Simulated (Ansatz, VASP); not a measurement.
Two plane-wave programs on ScAl3

File INCAR:

```
ALGO     = Fast           # electronic algorithm
EDIFF    = 1E-7           # SCF threshold, eV
ENCUT    = 520            # plane-wave cutoff, eV
GGA      = PS             # functional
ISIF     = 2              # what is computed and relaxed
ISMEAR   = 0              # smearing method
LASPH    = T              # aspherical terms in the spheres
LCHARG   = F              # write CHGCAR
LREAL    = F              # projectors in reciprocal space
LWAVE    = F              # write WAVECAR
NBANDS   = 18             # bands
NELM     = 80             # most SCF steps
PREC     = Accurate       # precision mode
SIGMA    = 0.15           # smearing width, eV
```

KPOINTS

```
k-points
0
Gamma
  16 16 16
```

File POSCAR:

```
ScAl3
1.0
   -2.0755684449      2.0755684449      4.3698183015
    2.0755684449     -2.0755684449      4.3698183015
    2.0755684449      2.0755684449     -4.3698183015
Sc Al
1 3
Direct
    0.0000000000      0.0000000000      0.0000000000
    0.7500000000      0.2500000000      0.5000000000
    0.2500000000      0.7500000000      0.5000000000
    0.5000000000      0.5000000000      0.0000000000
```

Input for Ansatz:

```yaml
crystal:
  lattice:
    - [-2.0755684449, 2.0755684449, 4.3698183015]
    - [2.0755684449, -2.0755684449, 4.3698183015]
    - [2.0755684449, 2.0755684449, -4.3698183015]
  atoms:
    - { symbol: Sc, position: [0.0, 0.0, 0.0] }
    - { symbol: Al, position: [0.75, 0.25, 0.5] }
    - { symbol: Al, position: [0.25, 0.75, 0.5] }
    - { symbol: Al, position: [0.5, 0.5, 0.0] }
basis:
  ecutwfc: 420
kpoints:
  mp_grid: { grid: [16, 16, 16] }
hamiltonian:
  xc: pbesol
scf:
  occupations: { method: gaussian, width: 0.15 }
output:
  forces: true
  stress: true
  eigenvalues: true
```

Change from the starting cell: strain +0.0400 x Voigt [1, 1, 0, 0, 0, 0], atoms carried along.

Alike in both runs: task single point; functional PBEsol; k mesh 16 × 16 × 16; occupations gaussian, width 0.15 eV; no spin polarisation.

```csv
,VASP,Ansatz
version,VASP 6.6.1,Ansatz 0.2.0
potentials or method,"VASP PAW PBE potentials, release 64 (Sc_sv, Al), cutoff 520 eV","scalar-relativistic, plane waves, PAW"
valence electrons in the cell,20,20
```

|  | VASP | Ansatz | Ansatz less VASP |
| --- | --- | --- | --- |
| gap on the k mesh at the Fermi level (eV) | none | none | - |
| pressure (GPa) | -5.9 | -5.9 | -0.07 |
| traceless stress, the component that is largest in VASP (GPa) | 3.03 | 3.03 | +0.001 |

VASP's potentials were made for PBE, not for PBEsol. A gap of «none» marks a metal or a gap that the smearing closes.
